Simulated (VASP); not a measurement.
# CdS (Hawleyite) (F-43m) in VASP: a series of runs, part 2 of 2

VASP 6.6.1.

## 4. Single point, LDA

This run uses another cell than the first one, of 23.85 Å³/atom, 0.939 times its volume.

The input, INCAR:

```
PREC = Accurate ; ENCUT = 520
EDIFF = 1E-6 ; ISMEAR = -1
SIGMA = 0.02 ; LREAL = False
LASPH = True ; NELM = 60
ALGO = Normal ; ISIF = 2
LWAVE = False ; LCHARG = False
GGA = CA ; NBANDS = 16
```

The input, KPOINTS:

```
Automatic mesh
0
Gamma
  8 8 8
```

The input, POSCAR:

```
CdS
1.0
    0.0000000000      2.8784341227      2.8784341227
    2.8784341227      0.0000000000      2.8784341227
    2.8784341227      2.8784341227      0.0000000000
Cd S
1 1
Direct
    0.0000000000      0.0000000000      0.0000000000
    0.2500000000      0.2500000000      0.2500000000
```

Potentials or basis: VASP PAW LDA potentials, release 64 (Cd, S).

Started as:

```bash
$ cat potpaw_LDA.64/Cd/POTCAR potpaw_LDA.64/S/POTCAR > POTCAR
$ mpirun -np 1 vasp_std > vasp.out
```

OUTCAR:

```text
PREC = Accurate
   ENCUT = 520
   EDIFF = 1E-6
   ISMEAR = -1
   LREAL = False
   LASPH = True
   NELM = 60
   ISIF = 2
   GGA = CA

 ion  position               nearest neighbor table
   1  0.000  0.000  0.000-   2 2.49   2 2.49   2 2.49   2 2.49
   2  0.250  0.250  0.250-   1 2.49   1 2.49   1 2.49   1 2.49

  LATTYP: Found a face centered cubic cell.
 ALAT       =     5.7568682454

  Lattice vectors:

 A1 = (   0.0000000000,   2.8784341227,   2.8784341227)
 A2 = (   2.8784341227,   0.0000000000,   2.8784341227)
 A3 = (   2.8784341227,   2.8784341227,   0.0000000000)

Analysis of symmetry for initial positions (statically):
=====================================================================
 Subroutine PRICEL returns:
 Original cell was already a primitive cell.

 Routine SETGRP: Setting up the symmetry group for a
 face centered cubic supercell.

 Subroutine GETGRP returns: Found 24 space group operations
 (whereof 24 operations were pure point group operations)
 out of a pool of 48 trial point group operations.

The static configuration has the point symmetry T_d .

Analysis of symmetry for dynamics (positions and initial velocities):
=====================================================================
 Subroutine PRICEL returns:
 Original cell was already a primitive cell.

 Routine SETGRP: Setting up the symmetry group for a
 face centered cubic supercell.

 Subroutine GETGRP returns: Found 24 space group operations
 (whereof 24 operations were pure point group operations)
 out of a pool of 48 trial point group operations.

The dynamic configuration has the point symmetry T_d .

 Subroutine INISYM returns: Found 24 space group operations
 (whereof 24 operations are pure point group operations),
 and found     1 'primitive' translations

[... 105 lines left out ...]
   NELECT =      18.0000    total number of electrons
   NUPDOWN=      -1.0000    fix difference up-down
   EMIN   =  10.00;   EMAX   =-10.00  energy-range for DOS
   EFERMI =   0.00;   METHOD = LEGACY
   ISMEAR =    -1;   SIGMA  =   0.02  broadening in eV -4-tet -1-fermi 0-gaus
   EFERMI_NEDOS =   21; number of points for ismear=-14 and -15
   IALGO  =     38    algorithm
   IMIX   =      4    mixing-type and parameters
     AMIX     =   0.40;   BMIX     =  1.00
     AMIX_MAG =   1.60;   BMIX_MAG =  1.00
  volume/ion in A,a.u.               =      23.85       160.94
  Fermi-wavevector in a.u.,A,eV,Ry     =   1.183040  2.235621 19.042487  1.399583
  Thomas-Fermi vector in A             =   2.319282
   LORBIT       =      0    0 simple, 1 ext, 2 COOP (PROOUT), +10 PAW based schemes
   GGA     = CA    functional components
   LHFCALC =     F    Hartree Fock is set to
   AEXX    =    0.0000 exact exchange contribution
   IVDW    =     0    specifies the selected vdW correction
   LEPSILON=     F    determine dielectric tensor
   LRPA    =     F    only Hartree local field effects (RPA)
 non-spin polarized calculation
  energy-cutoff  :      520.00
  volume of cell :       47.70
 maximum number of plane-waves:      1304
   NGX = 15   NGY = 15   NGZ = 15

 number of electron      18.0000008 magnetization

 Free energy of the ion-electron system (eV)
  ---------------------------------------------------
  ext. energy  EPLUGINS =         0.00000000
  ---------------------------------------------------
  free energy    TOTEN  =        -7.40673983 eV

  energy without entropy =       -7.40673983  energy(sigma->0) =       -7.40673983

 E-fermi :   1.8796     XC(G=0):  -9.7662

 val. band max:        1.4817256913   @ k =   0.0000   0.0000   0.0000
 cond. band min:       2.4586306442   @ k =   0.0000   0.0000   0.0000
 fundamental gap:      0.9769049530
 Fermi energy:         1.8795818715

 k-point     1 :       0.0000    0.0000    0.0000
  band No.  band energies     occupation
      1     -11.1278      2.00000
      2      -6.4555      2.00000
      3      -6.4555      2.00000
      4      -6.4555      2.00000
      5      -5.9151      2.00000
      6      -5.9151      2.00000
[... 433 lines left out ...]
      3      -6.2302      2.00000
      4      -5.9495      2.00000
      5      -5.8859      2.00000
      6      -5.3628      2.00000
[... 8 lines left out ...]
     15      13.7101      0.00000
     16      14.6894      0.00000

 [... further k-points ...]
[... 5 lines left out ...]
  --------------------------------------------------------------------------------------
  -------------------------------------------------------------------------------------
  Total        0.1620635      0.1620635      0.1620635      0.0000000      0.0000000      0.0000000
  in kB        5.4437330      5.4437330      5.4437330      0.0000000      0.0000000      0.0000000
  external PRESSURE =       5.4437330 kB  Pullay stress =       0.0000000 kB

 VOLUME and BASIS-vectors are now :
 -----------------------------------------------------------------------------
  energy-cutoff  :      520.00
  volume of cell :       47.70
      direct lattice vectors                 reciprocal lattice vectors
     0.000000000  2.878434123  2.878434123    -0.173705556  0.173705556  0.173705556
     2.878434123  0.000000000  2.878434123     0.173705556 -0.173705556  0.173705556
     2.878434123  2.878434123  0.000000000     0.173705556  0.173705556 -0.173705556

 POSITION                                       TOTAL-FORCE (eV/Angst)
 -----------------------------------------------------------------------------------
      0.00000      0.00000      0.00000        -0.000000     -0.000000     -0.000000
      1.43922      1.43922      1.43922         0.000000      0.000000      0.000000
 -----------------------------------------------------------------------------------
    total drift:                               -0.000000     -0.000000     -0.000000

  FREE ENERGIE OF THE ION-ELECTRON SYSTEM (eV)
  ---------------------------------------------------
  free  energy   TOTEN  =        -7.4067398318 eV

  energy  without entropy=       -7.4067398318  energy(sigma->0) =       -7.40673983
```

OSZICAR:

```text
N       E                     dE             d eps       ncg     rms          rms(c)
DAV:   1     0.109441712134E+03    0.10944E+03   -0.91849E+03   944   0.104E+03
DAV:   2    -0.381365387552E+01   -0.11326E+03   -0.10625E+03  1144   0.256E+02
DAV:   3    -0.789712437753E+01   -0.40835E+01   -0.40772E+01  1152   0.508E+01
DAV:   4    -0.792136510605E+01   -0.24241E-01   -0.24239E-01  1192   0.389E+00
DAV:   5    -0.792167139689E+01   -0.30629E-03   -0.30629E-03  1144   0.416E-01    0.883E+00
DAV:   6    -0.743909734106E+01    0.48257E+00   -0.76598E-01  1392   0.120E+01    0.691E+00
DAV:   7    -0.741210507143E+01    0.26992E-01   -0.16147E-01  1216   0.290E+00    0.316E+00
DAV:   8    -0.740716514392E+01    0.49399E-02   -0.17681E-02  1032   0.168E+00    0.258E-01
DAV:   9    -0.740674540208E+01    0.41974E-03   -0.19969E-03  1200   0.709E-01    0.492E-02
DAV:  10    -0.740673353409E+01    0.11868E-04   -0.16664E-04  1104   0.164E-01    0.537E-02
DAV:  11    -0.740674420016E+01   -0.10666E-04   -0.42940E-05  1144   0.645E-02    0.149E-02
DAV:  12    -0.740673971140E+01    0.44888E-05   -0.15729E-05  1408   0.544E-02    0.705E-03
DAV:  13    -0.740673983182E+01   -0.12042E-06   -0.11808E-06   856   0.795E-03
   1 F= -.74067398E+01 E0= -.74067398E+01  d E =-.113285E-10
```

stdout:

```text
POSCAR found type information on POSCAR CdS
 POSCAR found :  2 types and       2 ions
 scaLAPACK will be used
 LDA part: xc-table for (Slater(with rela. corr.)+CA(PZ))
 , standard interpolation
 POSCAR, INCAR and KPOINTS ok, starting setup
 FFT: planning ... GRIDC
 FFT: planning ... GRID_SOFT
 FFT: planning ... GRID
 WAVECAR not read
 entering main loop
```

Wall time 20 s (1 thread of Intel Xeon 6975P-C, shared host); peak memory 0.16 GiB.

Results:

```
Free energy            : -7.4067 eV
Pressure               : 0.5 GPa
Band gap on the k mesh : 0.98 eV, direct
```

## 5. Single point, PBEsol

This run uses another cell than the first one, of 24.71 Å³/atom, 0.972 times its volume.

The input, INCAR:

```
SYSTEM = CdS
ALGO = Normal
EDIFF = 1E-7
ENCUT = 520
GGA = PS
ISIF = 2
ISMEAR = -1
LASPH = .TRUE.
LCHARG = .FALSE.
LREAL = .FALSE.
LWAVE = .FALSE.
NBANDS = 16
NELM = 60
PREC = Accurate
SIGMA = 0.02
```

The input, KPOINTS:

```
k-points
0
G
  8 8 8
  0 0 0
```

The input, POSCAR:

```
CdS
1.0
    0.0000000000      2.9125089483      2.9125089483
    2.9125089483      0.0000000000      2.9125089483
    2.9125089483      2.9125089483      0.0000000000
Cd S
1 1
Direct
    0.0000000000      0.0000000000      0.0000000000
    0.2500000000      0.2500000000      0.2500000000
```

Potentials or basis: VASP PAW PBE potentials, release 64 (Cd, S).

Started as:

```bash
$ cat potpaw_PBE.64/Cd/POTCAR potpaw_PBE.64/S/POTCAR > POTCAR
$ mpirun -np 1 vasp_std > vasp.out
```

Run time: 21 s. Hardware: 1 thread of Intel Xeon 6975P-C, shared host; peak memory 0.18 GiB.

Results (log left out):

* Free energy: -6.8132 eV
* Pressure: 0.4 GPa
* Band gap on the k mesh: 1.02 eV, direct

Levels at points of the mesh, in eV from the valence-band top:
| k point | band 6 | band 7 | band 8 | band 9 | band 10 | band 11 | band 12 | band 13 |
| --- | --- | --- | --- | --- | --- | --- | --- | --- |
| (0.00, 0.00, 0.00) | -7.25 | 0.00 | 0.00 | 0.00 | 1.02 | 6.44 | 6.44 | 6.44 |
| (0.50, 0.00, 0.00) | -6.87 | -4.51 | -0.77 | -0.77 | 2.90 | 6.91 | 6.91 | 7.34 |
| (0.50, 0.50, 0.00) | -6.80 | -4.03 | -1.93 | -1.93 | 3.38 | 4.26 | 9.09 | 10.70 |

Caveat: the PAW data sets were made with another functional, which shifts forces and pressure a little.

## 6. Single point, PBE

This run uses another cell than the first one, of 26.02 Å³/atom, 1.024 times its volume.

Changes to INCAR since step 5:

```diff
@@ -2,5 +2,5 @@
 ALGO = Normal
-EDIFF = 1E-7
+EDIFF = 1E-6
 ENCUT = 520
-GGA = PS
+GGA = PE
 ISIF = 2
```

KPOINTS is that of step 5.

The input, POSCAR:

```
CdS
1.0
    0.0000000000      2.9634375859      2.9634375859
    2.9634375859      0.0000000000      2.9634375859
    2.9634375859      2.9634375859      0.0000000000
Cd S
1 1
Direct
    0.0000000000      0.0000000000      0.0000000000
    0.2500000000      0.2500000000      0.2500000000
```

Potentials or basis: VASP PAW PBE potentials, release 64 (Cd, S).

Started as:

```bash
$ cat potpaw_PBE.64/Cd/POTCAR potpaw_PBE.64/S/POTCAR > POTCAR
$ mpirun -np 1 vasp_std > vasp.out
```

It took 19 s on 1 thread of Intel Xeon 6975P-C, shared host; peak memory 0.18 GiB.

The run converged. Its results:

* Free energy: -6.1472 eV
* Pressure: 0.3 GPa
* Band gap on the k mesh: 1.04 eV, direct

Levels at points of the mesh, in eV from the valence-band top:
| k point | band 5 | band 6 | band 7 | band 8 | band 9 | band 10 | band 11 | band 12 | band 13 | band 14 |
| --- | --- | --- | --- | --- | --- | --- | --- | --- | --- | --- |
| (0.00, 0.00, 0.00) | -7.15 | -7.15 | 0.00 | 0.00 | 0.00 | 1.04 | 6.55 | 6.55 | 6.55 | 11.17 |
| (0.50, 0.00, 0.00) | -7.12 | -6.81 | -4.12 | -0.69 | -0.69 | 2.94 | 7.01 | 7.01 | 7.33 | 10.94 |
| (0.50, 0.50, 0.00) | -7.08 | -6.75 | -3.75 | -1.72 | -1.72 | 3.63 | 4.28 | 9.04 | 10.49 | 10.49 |

## 7. The runs side by side

```csv
task,level,potentials or basis,cell,gap on the mesh (eV),pressure (GPa)
relaxation of the atoms,r2SCAN,"VASP PAW PBE potentials, release 64 (Cd, S)","atoms relaxed from a = 4.158 Å, angles 60.0°, 2 atoms",1.54,0.2
relaxation of the atoms,r2SCAN,"VASP PAW PBE potentials, release 64 (Cd, S)","atoms relaxed from a = 4.185 Å, angles 60.0°, 2 atoms",1.49,-0.9
single point,LDA,"VASP PAW LDA potentials, release 64 (Cd, S)","a = 4.071 Å, angles 60.0°, 2 atoms",0.98,0.5
single point,PBEsol,"VASP PAW PBE potentials, release 64 (Cd, S)","a = 4.119 Å, angles 60.0°, 2 atoms",1.02,0.4
single point,PBE,"VASP PAW PBE potentials, release 64 (Cd, S)","a = 4.191 Å, angles 60.0°, 2 atoms",1.04,0.3
```

Alike in all rows: no spin polarisation; k mesh 8 × 8 × 8; cutoff (eV) 520; smearing fermi-dirac 0.02 eV.

Caveats: the PAW data sets were made with another functional, which shifts forces and pressure a little (some runs); the relaxation stopped at its first step, so nothing moved (some runs).

Total energies depend on the potentials used, so only differences within one code and one set of settings carry meaning.
